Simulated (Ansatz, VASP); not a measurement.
## Two plane-wave programs on ZnSe

File INCAR:

```
ALGO = Normal
EDIFF = 1E-6
ENCUT = 520
GGA = PE
ISIF = 2
ISMEAR = -1
LASPH = True
LCHARG = False
LREAL = False
LWAVE = False
NBANDS = 16
NELM = 100
PREC = Accurate
SIGMA = 0.02
```

Contents of KPOINTS:

```
k-points
0
Gamma
  8 8 8
```

The input POSCAR:

```
ZnSe
1.0
    0.0000000000      2.8324206805      2.8324206805
    2.7763387510      0.0000000000      2.8324206805
    2.7763387510      2.8324206805      0.0000000000
Zn Se
1 1
Direct
    0.0000000000      0.0000000000      0.0000000000
    0.2500000000      0.2500000000      0.2500000000
```

Input for Ansatz:

```yaml
crystal:
  lattice:
    - [0.0, 2.8324206805, 2.8324206805]
    - [2.776338751, 0.0, 2.8324206805]
    - [2.776338751, 2.8324206805, 0.0]
  atoms:
    - { symbol: Zn, position: [0.0, 0.0, 0.0] }
    - { symbol: Se, position: [0.25, 0.25, 0.25] }
kpoints:
  mp_grid: { grid: [8, 8, 8] }
  band_path:
    path:
      - [0.0, 0.0, 0.0]
      - [-0.5, -0.5, 0.0]
      - [-0.375, -0.375, 0.25]
      - [-0.375, 0.0, 0.375]
      - [0.0, 0.0, 0.5]
      - [-0.5, -0.25, 0.25]
    npoints: 1
hamiltonian:
  xc: pbe
scf:
  occupations: { method: fermi_dirac, width: 0.02 }
  n_extra_bands: 4
output:
  forces: true
  stress: true
  eigenvalues: true
```

Change from the starting cell: uniaxial_x strain -2.0%.

Alike in both runs: task single point; functional PBE; k mesh 8 × 8 × 8; occupations fermi-dirac, width 0.02 eV; no spin polarisation.

```csv
,VASP,Ansatz
version,VASP 6.6.1,Ansatz 0.2.0
potentials or method,"VASP PAW PBE potentials, release 64 (Zn, Se)","plane waves, PAW"
plane-wave cutoff (eV),520,420
valence electrons in the cell,18,28
```

VASP gave:

```
gap on the k mesh at the Fermi level (eV)                     : 1.33
pressure (GPa)                                                : 3.8
traceless stress, the component that is largest in VASP (GPa) : 0.42
```

**Question.** What did Ansatz give for the same quantities?

**Answer.** gap on the k mesh at the Fermi level (eV): 1.33; pressure (GPa): 3.6; traceless stress, the component that is largest in VASP (GPa): 0.42.

With one functional, cell and mesh, what is left measures potentials, basis and numerics. VASP's potentials hold 18 valence electrons a cell and Ansatz's 28, so a difference there can come from the potentials and not from the codes.
